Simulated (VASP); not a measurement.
# Ag (Fm-3m) in VASP: settings compared, part 2 of 2

VASP 6.6.1.

## 5. Relaxation of cell and atoms, revPBE+D3(BJ)

This run uses another cell than the first one, of 17.05 Å³/atom, 1.032 times its volume.

INCAR reads:

```
SYSTEM = Ag
PREC     = Accurate       ! precision mode
ENCUT    = 600            ! plane-wave cutoff, eV
EDIFF    = 1E-6           ! SCF threshold, eV
ISMEAR   = -1             ! smearing method
SIGMA    = 0.1            ! smearing width, eV
LREAL    = .False.        ! projectors in reciprocal space
LASPH    = .True.         ! aspherical terms in the spheres
NELM     = 80             ! most SCF steps
ALGO     = Normal         ! electronic algorithm
ISIF     = 3              ! what is computed and relaxed
LWAVE    = .False.        ! write WAVECAR
LCHARG   = .False.        ! write CHGCAR
GGA      = RE             ! functional
IVDW     = 12             ! dispersion correction
IBRION   = 2              ! ionic algorithm
NSW      = 80             ! ionic steps
EDIFFG   = -0.005         ! ionic threshold
```

KPOINTS reads:

```
Automatic mesh
0
Gamma
  13 13 13
  0 0 0
```

POSCAR reads:

```
Ag
1.0
    0.0000000000      2.0427500000      2.0427500000
    2.0427500000      0.0000000000      2.0427500000
    2.0427500000      2.0427500000      0.0000000000
Ag
1
Direct
    0.0000000000      0.0000000000      0.0000000000
```

Potentials or basis: VASP PAW PBE potentials, release 64 (Ag).

On the command line:

```bash
$ cat potpaw_PBE.64/Ag/POTCAR > POTCAR
$ mpirun -np 1 vasp_std > vasp.out
```

OUTCAR:

```text
SYSTEM = Ag
   PREC = Accurate
   ENCUT = 600
   EDIFF = 1E-6
   ISMEAR = -1
   LREAL = .False.
   LASPH = .True.
   NELM = 80
   ISIF = 3
   GGA = RE
   IVDW = 12
   IBRION = 2
   NSW = 80
   EDIFFG = -0.005
 IVDW          = 12

 ion  position               nearest neighbor table
   1  0.000  0.000  0.000-

  LATTYP: Found a face centered cubic cell.
 ALAT       =     4.0855000000

  Lattice vectors:

 A1 = (   0.0000000000,   2.0427500000,   2.0427500000)
 A2 = (   2.0427500000,   0.0000000000,   2.0427500000)
 A3 = (   2.0427500000,   2.0427500000,   0.0000000000)

Analysis of symmetry for initial positions (statically):
=====================================================================
 Subroutine PRICEL returns:
 Original cell was already a primitive cell.

 Routine SETGRP: Setting up the symmetry group for a
 face centered cubic supercell.

 Subroutine GETGRP returns: Found 48 space group operations
[... 9 lines left out ...]

 Routine SETGRP: Setting up the symmetry group for a
 face centered cubic supercell.

 Subroutine GETGRP returns: Found 48 space group operations
[... 11 lines left out ...]
                                     Primitive cell

  volume of cell :      17.0481

[... 119 lines left out ...]
  energy-cutoff  :      600.00
  volume of cell :       17.05
 maximum number of plane-waves:       578
   NGX = 11   NGY = 11   NGZ = 11

--------------------------------------- Ionic step        1  -------------------------------------------

 number of electron      10.9999999 magnetization

 Free energy of the ion-electron system (eV)
  ---------------------------------------------------
  ext. energy  EPLUGINS =         0.00000000
  ---------------------------------------------------
  free energy    TOTEN  =        -2.27027341 eV

  energy without entropy =       -2.26032705  energy(sigma->0) =       -2.26530023

------------------------ aborting loop because EDIFF is reached ----------------------------------------

 Edisp (eV)   -1.12645

 E8    (eV) :    -0.7897
[... 69 lines left out ...]
--------------------------------------- Ionic step        3  -------------------------------------------

 number of electron      11.0000001 magnetization

 Free energy of the ion-electron system (eV)
  ---------------------------------------------------
  ext. energy  EPLUGINS =         0.00000000
  ---------------------------------------------------
  free energy    TOTEN  =        -2.23686101 eV

  energy without entropy =       -2.22757123  energy(sigma->0) =       -2.23221612

 E-fermi :   9.1858     XC(G=0): -12.3210

 val. band max:        9.0190351322   @ k =  -0.4615   0.0769   0.0000
 cond. band min:       9.2528588129   @ k =   0.4615   0.3077   0.0000
 fundamental gap:      0.2338236807
 Fermi energy:         9.1857636247

 k-point     1 :       0.0000    0.0000    0.0000
  band No.  band energies     occupation
      1       1.0107      2.00000
      2       4.0561      2.00000
      3       4.0561      2.00000
      4       4.0561      2.00000
      5       5.1484      2.00000
      6       5.1484      2.00000
      7      25.0887      0.00000
      8      28.8952      0.00000
      9      28.8952      0.00000
[... 265 lines left out ...]
 k-point    24 :       0.4615    0.1538    0.0000
  band No.  band energies     occupation
      1       2.7760      2.00000
      2       3.8427      2.00000
      3       4.4425      2.00000
      4       4.6837      2.00000
      5       6.0130      2.00000
      6       8.6528      1.99036
      7      14.8907      0.00000
      8      23.5191      0.00000
      9      24.8219      0.00000

 [... further k-points ...]

------------------------ aborting loop because EDIFF is reached ----------------------------------------

 Edisp (eV)   -1.16637

 E8    (eV) :    -0.8178
[... 24 lines left out ...]
  FREE ENERGIE OF THE ION-ELECTRON SYSTEM (eV)
  ---------------------------------------------------
  free  energy   TOTEN  =        -3.4032287996 eV

  energy  without entropy=       -3.3939390234  energy(sigma->0) =       -3.39858391

 reached required accuracy - stopping structural energy minimisation
```

CONTCAR:

```text
Ag
   1.00000000000000
     0.0000000000000000    2.0200273409217240    2.0200273409217240
     2.0200273409217240    0.0000000000000000    2.0200273409217240
     2.0200273409217240    2.0200273409217240    0.0000000000000000
  Ag
     1
Direct
     0.0000000000000000    0.0000000000000000    0.0000000000000000

  0.00000000E+00  0.00000000E+00  0.00000000E+00
```

Run time: 39 s. Hardware: 1 thread of Intel Xeon 8259CL, shared host; peak memory 0.17 GiB.

Results:

```yaml
Free_energy: -3.4032 eV
Relaxed_volume: 16.49 Å³/atom
Relaxed_cell: a = 2.857 Å, b = 2.857 Å, c = 2.857 Å, α = 60.00°, β = 60.00°, γ = 60.00°
Space_group_after_relaxing_to_0.05_Å: Fm-3m (No. 225)
Energy_gained_by_relaxing: 6.5 meV/atom
Ionic_steps: 3
Pressure_after_relaxing: 0.0 GPa
Dispersion_energy_per_atom: -1.166 eV
```

The path:
| step | energy change (eV) | largest force (eV/Å) | pressure (GPa) | volume (Å³) |
| --- | --- | --- | --- | --- |
| 1 | 0.0000 | 0.0000 | -3.56 | 17.05 |
| 2 | -0.0036 | 0.0000 | 2.75 | 16.13 |
| 3 | -0.0065 | 0.0000 | 0.00 | 16.49 |

Final structure:
```
Ag
1.0
     0.00000    2.02003    2.02003
     2.02003    0.00000    2.02003
     2.02003    2.02003    0.00000
Ag
1
Cartesian
  0.0000 0.0000 0.0000
```

Levels at points of the mesh, in eV from the Fermi level:
| k point | band 4 | band 5 | band 6 | band 7 | band 8 | band 9 |
| --- | --- | --- | --- | --- | --- | --- |
| (0.00, 0.00, 0.00) | -5.13 | -4.04 | -4.04 | 15.90 | 19.71 | 19.71 |

Caveat: the PAW data sets were made with another functional, which shifts forces and pressure a little; pairwise dispersion overbinds metals, which lowers pressure and volume.

## 6. Summary

| task | level | cell | cutoff (eV) | gap on the mesh (eV) | pressure (GPa) |
| --- | --- | --- | --- | --- | --- |
| single point | revPBE+D3(BJ) | a = 2.858 Å, angles 60.0°, 1 atom | 520 | none | -0.2 |
| single point | r2SCAN+D4 | a = 2.887 Å, angles 60.0°, 1 atom | 520 | none | 0.1 |
| single point | r2SCAN | a = 2.902 Å, angles 60.0°, 1 atom | 520 | none | 0.1 |
| relaxation of cell and atoms | revPBE+D3(BJ) | relaxed from a = 2.889 Å, angles 60.0°, 1 atom | 600 | none | 0.0 |

Alike in all rows: potentials or basis VASP PAW PBE potentials, release 64 (Ag); no spin polarisation; k mesh 13 × 13 × 13; smearing fermi-dirac 0.1 eV.

Caveats: the PAW data sets were made with another functional, which shifts forces and pressure a little; pairwise dispersion overbinds metals, which lowers pressure and volume (some runs).

Absolute energies hang on the potentials; compare differences alone.
